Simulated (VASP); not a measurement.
# TlCl (Pm-3m) in VASP: a series of runs

The runs below take TlCl through single point, relaxation of cell and atoms, with PBE.

All numbers are computed with VASP 6.6.1; they aren't measurements. Logs are shortened: lines on timing, memory, paths and dates and some standing lists are left out, and cuts for length are marked.

**1. The cell of the first run**

The structure is cubic, space group Pm-3m (No. 221). Conventional cell: a = 3.897 Å, b = 3.897 Å, c = 3.897 Å, α = 90.00°, β = 90.00°, γ = 90.00°. Tl (site symmetry m-3m) has 8 Cl at 3.38 Å and 6 Tl at 3.90 Å within 4.4 Å. Cl (site symmetry m-3m) has 8 Tl at 3.38 Å and 6 Cl at 3.90 Å within 4.4 Å.

**2. Single point, PBE**

INCAR reads:

```
PREC     = Accurate       # precision mode
ENCUT    = 500            # plane-wave cutoff, eV
EDIFF    = 1E-6           # SCF threshold, eV
ISMEAR   = 0              # smearing method
SIGMA    = 0.02           # smearing width, eV
LREAL    = F              # projectors in reciprocal space
LASPH    = T              # aspherical terms in the spheres
NELM     = 120            # most SCF steps
ALGO     = Normal         # electronic algorithm
ISIF     = 2              # what is computed and relaxed
LWAVE    = F              # write WAVECAR
LCHARG   = T              # write CHGCAR
GGA      = PE             # functional
LELF     = T              # ELF
LVHAR    = T            
NBANDS   = 17             # bands
GGA_COMPAT= F
```

KPOINTS reads:

```
regular mesh
0
Gamma
  8 8 8
```

POSCAR reads:

```
TlCl
1.0
    3.8972442673      0.0000000000      0.0000000000
    0.0000000000      3.8972442673      0.0000000000
    0.0000000000      0.0000000000      3.8972442673
Tl Cl
1 1
Direct
    0.0000000000      0.0000000000      0.0000000000
    0.5000000000      0.5000000000      0.5000000000
```

Potentials or basis: VASP PAW PBE potentials, release 64 (Tl_d, Cl).

Launch:

```console
> cat potpaw_PBE.64/Tl_d/POTCAR potpaw_PBE.64/Cl/POTCAR > POTCAR
> mpirun -np 1 vasp_std > vasp.out
```

OUTCAR:

```text
PREC = Accurate
   ENCUT = 500
   EDIFF = 1E-6
   ISMEAR = 0
   LREAL = F
   LASPH = T
   NELM = 120
   ISIF = 2
   GGA = PE

 ion  position               nearest neighbor table
   1  0.000  0.000  0.000-   2 3.38   2 3.38   2 3.38   2 3.38   2 3.38   2 3.38   2 3.38   2 3.38

   2  0.500  0.500  0.500-   1 3.38   1 3.38   1 3.38   1 3.38   1 3.38   1 3.38   1 3.38   1 3.38

  LATTYP: Found a simple cubic cell.
 ALAT       =     3.8972442673

  Lattice vectors:

 A1 = (   3.8972442673,   0.0000000000,   0.0000000000)
 A2 = (   0.0000000000,   3.8972442673,   0.0000000000)
 A3 = (   0.0000000000,   0.0000000000,   3.8972442673)

Analysis of symmetry for initial positions (statically):
=====================================================================
 Subroutine PRICEL returns:
 Original cell was already a primitive cell.

 Routine SETGRP: Setting up the symmetry group for a
 simple cubic supercell.

 Subroutine GETGRP returns: Found 48 space group operations
 (whereof 48 operations were pure point group operations)
 out of a pool of 48 trial point group operations.

The static configuration has the point symmetry O_h .

Analysis of symmetry for dynamics (positions and initial velocities):
=====================================================================
 Subroutine PRICEL returns:
 Original cell was already a primitive cell.

 Routine SETGRP: Setting up the symmetry group for a
 simple cubic supercell.

 Subroutine GETGRP returns: Found 48 space group operations
 (whereof 48 operations were pure point group operations)
 out of a pool of 48 trial point group operations.

The dynamic configuration has the point symmetry O_h .

 Subroutine INISYM returns: Found 48 space group operations
 (whereof 48 operations are pure point group operations),
 and found     1 'primitive' translations

----------------------------------------------------------------------------------------

                                     Primitive cell

  volume of cell :      59.1933

  direct lattice vectors                    reciprocal lattice vectors
     3.897244267  0.000000000  0.000000000     0.256591564  0.000000000  0.000000000
     0.000000000  3.897244267  0.000000000     0.000000000  0.256591564  0.000000000
     0.000000000  0.000000000  3.897244267     0.000000000  0.000000000  0.256591564

  length of vectors
     3.897244267  3.897244267  3.897244267     0.256591564  0.256591564  0.256591564

  position of ions in fractional coordinates (direct lattice)
     0.000000000  0.000000000  0.000000000
     0.500000000  0.500000000  0.500000000

  ion indices of the primitive-cell ions
   primitive index   ion index
                 1           1
                 2           2

----------------------------------------------------------------------------------------

 KPOINTS: regular mesh

Automatic generation of k-mesh.
 Grid dimensions read from file:
 generate k-points for:    8    8    8

 Generating k-lattice:

  Cartesian coordinates                     Fractional coordinates (reciprocal lattice)
     0.032073945  0.000000000  0.000000000     0.125000000  0.000000000  0.000000000
     0.000000000  0.032073945  0.000000000     0.000000000  0.125000000  0.000000000
     0.000000000  0.000000000  0.032073945     0.000000000  0.000000000  0.125000000

  Length of vectors
     0.032073945  0.032073945  0.032073945

  Shift w.r.t. Gamma in fractional coordinates (k-lattice)
     0.000000000  0.000000000  0.000000000

 Subroutine IBZKPT returns following result:
 ===========================================

 Found     35 irreducible k-points:

 Following reciprocal coordinates:
            Coordinates               Weight
  0.000000  0.000000  0.000000      1.000000
  0.125000  0.000000  0.000000      6.000000
  0.250000  0.000000  0.000000      6.000000
  0.375000  0.000000  0.000000      6.000000
  0.500000  0.000000  0.000000      3.000000
  0.125000  0.125000  0.000000     12.000000
[... 16 lines left out ...]
  0.375000  0.375000  0.125000     24.000000
  0.500000  0.375000  0.125000     24.000000
 [... further k-points ...]
   k-points           NKPTS =     35   k-points in BZ     NKDIM =     35   number of bands    NBANDS=     17
   number of dos      NEDOS =    301   number of ions     NIONS =      2
   total plane-waves  NPLWV =  21952
   dimension x,y,z NGX =    28 NGY =   28 NGZ =   28
   dimension x,y,z NGXF=    56 NGYF=   56 NGZF=   56
   ions per type =               1   1
   NGX,Y,Z   is equivalent  to a cutoff of  11.94, 11.94, 11.94 a.u.
   NGXF,Y,Z  is equivalent  to a cutoff of  23.89, 23.89, 23.89 a.u.
 SYSTEM =  unknown system
   PREC   = accura    normal or accurate (medium, high low for compatibility)
   ISTART =      0    job   : 0-new  1-cont  2-samecut
   ICHARG =      2    charge: 1-file 2-atom 10-const
   ISPIN  =      1    spin polarized calculation?
   LNONCOLLINEAR =      F non collinear calculations
   LSORBIT =      F    spin-orbit coupling
   LASPH  =      T    aspherical Exc in radial PAW
   ENCUT  =  500.0 eV  36.75 Ry    6.06 a.u.   7.11  7.11  7.11*2*pi/ulx,y,z
   NELM   =    120;   NELMIN=  2; NELMDL= -5     # of ELM steps
   EDIFF  = 0.1E-05   stopping-criterion for ELM
   LREAL  =      F    real-space projection
   EDIFFG = 0.1E-04   stopping-criterion for IOM
   NSW    =      0    number of steps for IOM
   IBRION =     -1    ionic relax: 0-MD 1-quasi-New 2-CG
   NFREE  =      0    steps in history (QN), initial steepest desc. (CG)
   ISIF   =      2    stress and relaxation
   ISYM   =      2    0-nonsym 1-usesym 2-fastsym
   POTIM  = 0.5000    time-step for ionic-motion
   TEBEG  =    0.0;   TEEND  =   0.0 temperature during run
   PSTRESS=    0.0 pullay stress
   NELECT =      20.0000    total number of electrons
   NUPDOWN=      -1.0000    fix difference up-down
   EMIN   =  10.00;   EMAX   =-10.00  energy-range for DOS
   EFERMI =   0.00;   METHOD = LEGACY
   ISMEAR =     0;   SIGMA  =   0.02  broadening in eV -4-tet -1-fermi 0-gaus
   EFERMI_NEDOS =   21; number of points for ismear=-14 and -15
   IALGO  =     38    algorithm
   IMIX   =      4    mixing-type and parameters
     AMIX     =   0.40;   BMIX     =  1.00
     AMIX_MAG =   1.60;   BMIX_MAG =  1.00
  volume/ion in A,a.u.               =      29.60       199.73
  Fermi-wavevector in a.u.,A,eV,Ry     =   1.140234  2.154729 17.689382  1.300133
  Thomas-Fermi vector in A             =   2.276936
   LORBIT       =      0    0 simple, 1 ext, 2 COOP (PROOUT), +10 PAW based schemes
   GGA     = PE    functional components
   LHFCALC =     F    Hartree Fock is set to
   AEXX    =    0.0000 exact exchange contribution
   IVDW    =     0    specifies the selected vdW correction
   LEPSILON=     F    determine dielectric tensor
   LRPA    =     F    only Hartree local field effects (RPA)
 non-spin polarized calculation
 Gauss-broadening in eV      SIGMA  =   0.02
  energy-cutoff  :      500.00
  volume of cell :       59.19
 maximum number of plane-waves:      1516
   NGX = 15   NGY = 15   NGZ = 15

 number of electron      20.0000001 magnetization

 Free energy of the ion-electron system (eV)
  ---------------------------------------------------
  ext. energy  EPLUGINS =         0.00000000
  ---------------------------------------------------
  free energy    TOTEN  =        -6.01564912 eV

  energy without entropy =       -6.01564912  energy(sigma->0) =       -6.01564912

 E-fermi :   2.3111     XC(G=0):  -8.9009

 val. band max:        2.1801709487   @ k =   0.5000   0.0000   0.0000
 cond. band min:       4.3802402521   @ k =   0.5000   0.0000   0.0000
 fundamental gap:      2.2000693034
 Fermi energy:         2.3111351032

 k-point     1 :       0.0000    0.0000    0.0000
  band No.  band energies     occupation
      1     -11.3055      2.00000
      2      -7.6624      2.00000
      3      -7.6624      2.00000
      4      -7.4493      2.00000
      5      -7.4493      2.00000
      6      -7.4493      2.00000
[... 9 lines left out ...]
     16      14.2086      0.00000
     17      16.3551      0.00000

 k-point     2 :       0.1250    0.0000    0.0000
  band No.  band energies     occupation
      1     -11.2757      2.00000
      2      -7.6606      2.00000
      3      -7.6397      2.00000
      4      -7.4593      2.00000
      5      -7.4593      2.00000
      6      -7.4484      2.00000
[... 9 lines left out ...]
     16      15.0341      0.00000
     17      16.1842      0.00000

 k-point     3 :       0.2500    0.0000    0.0000
  band No.  band energies     occupation
      1     -11.2017      2.00000
      2      -7.6565      2.00000
      3      -7.5860      2.00000
      4      -7.4833      2.00000
      5      -7.4833      2.00000
      6      -7.4462      2.00000
[... 9 lines left out ...]
     16      15.3085      0.00000
     17      16.2887      0.00000

 k-point     4 :       0.3750    0.0000    0.0000
  band No.  band energies     occupation
      1     -11.1247      2.00000
      2      -7.6523      2.00000
      3      -7.5344      2.00000
      4      -7.5070      2.00000
      5      -7.5070      2.00000
      6      -7.4440      2.00000
[... 9 lines left out ...]
     16      14.3878      0.00000
     17      16.3596      0.00000
[... 343 lines left out ...]
      1     -11.0271      2.00000
      2      -7.5793      2.00000
      3      -7.5331      2.00000
      4      -7.4841      2.00000
      5      -7.4837      2.00000
      6      -7.4595      2.00000
[... 9 lines left out ...]
     16      14.0318      0.00000
     17      16.1596      0.00000

 k-point    23 :       0.3750    0.3750    0.1250
  band No.  band energies     occupation
      1     -11.0079      2.00000
      2      -7.5629      2.00000
      3      -7.5213      2.00000
      4      -7.5063      2.00000
      5      -7.4795      2.00000
      6      -7.4369      2.00000
[... 9 lines left out ...]
     16      13.8632      0.00000
     17      15.3803      0.00000

 k-point    24 :       0.5000    0.3750    0.1250
  band No.  band energies     occupation
      1     -10.9903      2.00000
      2      -7.5572      2.00000
      3      -7.5244      2.00000
      4      -7.5052      2.00000
      5      -7.4846      2.00000
      6      -7.4155      2.00000
[... 9 lines left out ...]
     16      13.7551      0.00000
     17      15.7161      0.00000

 [... further k-points ...]
[... 5 lines left out ...]
  --------------------------------------------------------------------------------------
  -------------------------------------------------------------------------------------
  Total       -0.0060264     -0.0060264     -0.0060264      0.0000000      0.0000000      0.0000000
  in kB       -0.1631151     -0.1631151     -0.1631151      0.0000000      0.0000000      0.0000000
  external PRESSURE =      -0.1631151 kB  Pullay stress =       0.0000000 kB

 VOLUME and BASIS-vectors are now :
 -----------------------------------------------------------------------------
  energy-cutoff  :      500.00
  volume of cell :       59.19
      direct lattice vectors                 reciprocal lattice vectors
     3.897244267  0.000000000  0.000000000     0.256591564  0.000000000  0.000000000
     0.000000000  3.897244267  0.000000000     0.000000000  0.256591564  0.000000000
     0.000000000  0.000000000  3.897244267     0.000000000  0.000000000  0.256591564

 POSITION                                       TOTAL-FORCE (eV/Angst)
 -----------------------------------------------------------------------------------
      0.00000      0.00000      0.00000         0.000000      0.000000      0.000000
      1.94862      1.94862      1.94862         0.000000      0.000000      0.000000
 -----------------------------------------------------------------------------------
    total drift:                                0.000000      0.000000      0.000000

  FREE ENERGIE OF THE ION-ELECTRON SYSTEM (eV)
  ---------------------------------------------------
  free  energy   TOTEN  =        -6.0156491221 eV

  energy  without entropy=       -6.0156491221  energy(sigma->0) =       -6.01564912
```

It took 23 s on 1 thread of AMD EPYC 7R13 (Zen 3), shared host; peak memory 0.14 GiB.

Results:

| Property | Result |
| --- | --- |
| Free energy | -6.0156 eV |
| Pressure | 0.0 GPa |
| Band gap on the k mesh | 2.20 eV, direct |

Caveat: spin-orbit coupling is left out, which moves the levels of the heavy elements. Expect the measured gap to be larger: semilocal functionals such as PBE lack the derivative discontinuity.

**3. Relaxation of cell and atoms, PBE**

This run uses another cell than the first one, of 28.18 Å³/atom, 0.952 times its volume.

INCAR reads:

```
SYSTEM = TlCl
PREC     = Accurate       ! precision mode
ENCUT    = 500            ! plane-wave cutoff, eV
EDIFF    = 1E-7           ! SCF threshold, eV
ISMEAR   = 0              ! smearing method
SIGMA    = 0.02           ! smearing width, eV
LREAL    = .False.        ! projectors in reciprocal space
LASPH    = .True.         ! aspherical terms in the spheres
NELM     = 120            ! most SCF steps
ALGO     = Normal         ! electronic algorithm
ISIF     = 3              ! what is computed and relaxed
LWAVE    = .False.        ! write WAVECAR
LCHARG   = .False.        ! write CHGCAR
GGA      = PE             ! functional
IBRION   = 2              ! ionic algorithm
NSW      = 100            ! ionic steps
EDIFFG   = -0.005         ! ionic threshold
GGA_COMPAT= .False.      
NELMIN   = 4
```

KPOINTS reads:

```
Automatic mesh
0
Gamma
  8 8 8
  0 0 0
```

POSCAR reads:

```
TlCl
1.0
    3.8339977844      0.0000000000      0.0000000000
    0.0000000000      3.8339977844      0.0000000000
    0.0000000000      0.0000000000      3.8339977844
Tl Cl
1 1
Direct
    0.0000000000      0.0000000000      0.0000000000
    0.5000000000      0.5000000000      0.5000000000
```

Potentials or basis: VASP PAW PBE potentials, release 64 (Tl_d, Cl).

Launch:

```console
> cat potpaw_PBE.64/Tl_d/POTCAR potpaw_PBE.64/Cl/POTCAR > POTCAR
> mpirun -np 1 vasp_std > vasp.out
```

It took 50 s on 1 thread of AMD EPYC 7R13 (Zen 3), shared host; peak memory 0.14 GiB.

The run converged. Its results:

| Item | Value |
| --- | --- |
| Free energy | -6.0143 eV |
| Relaxed volume | 29.60 Å³/atom |
| Relaxed cell | a = 3.897 Å, b = 3.897 Å, c = 3.897 Å, α = 90.00°, β = 90.00°, γ = 90.00° |
| Space group after relaxing (to 0.05 Å) | Pm-3m (No. 221) |
| Energy gained by relaxing | 4.9 meV/atom |
| Ionic steps | 3 |
| Pressure after relaxing | 0.0 GPa |
| Band gap on the k mesh | 2.20 eV, direct |

Step by step:
| step | energy change (eV) | largest force (eV/Å) | pressure (GPa) | volume (Å³) |
| --- | --- | --- | --- | --- |
| 1 | 0.0000 | 0.0000 | 1.21 | 56.36 |
| 2 | -0.0086 | 0.0000 | 0.40 | 58.11 |
| 3 | -0.0099 | 0.0000 | -0.03 | 59.19 |

Final structure:
```yaml
crystal:
  lattice:
    - [3.89724, 0.00000, 0.00000]
    - [0.00000, 3.89724, 0.00000]
    - [0.00000, 0.00000, 3.89724]
  atoms:
    - { symbol: Tl, position: [0.00000, 0.00000, 0.00000] }
    - { symbol: Cl, position: [0.50000, 0.50000, 0.50000] }
```

Levels at points of the mesh, in eV from the valence-band top:
```tsv
k point	band 8	band 9	band 10	band 11	band 12	band 13
(0.00, 0.00, 0.00)	-1.30	-1.30	-1.30	7.64	7.64	7.64
(0.50, 0.00, 0.00)	-0.92	-0.92	0.00	2.20	6.56	6.56
(0.50, 0.50, 0.00)	-2.65	-2.65	-0.87	4.85	4.85	8.26
(0.50, 0.50, 0.50)	-1.78	-1.78	-1.78	2.72	2.72	2.72
```

Caveat: spin-orbit coupling is left out, which moves the levels of the heavy elements. A k mesh can miss the band edges.
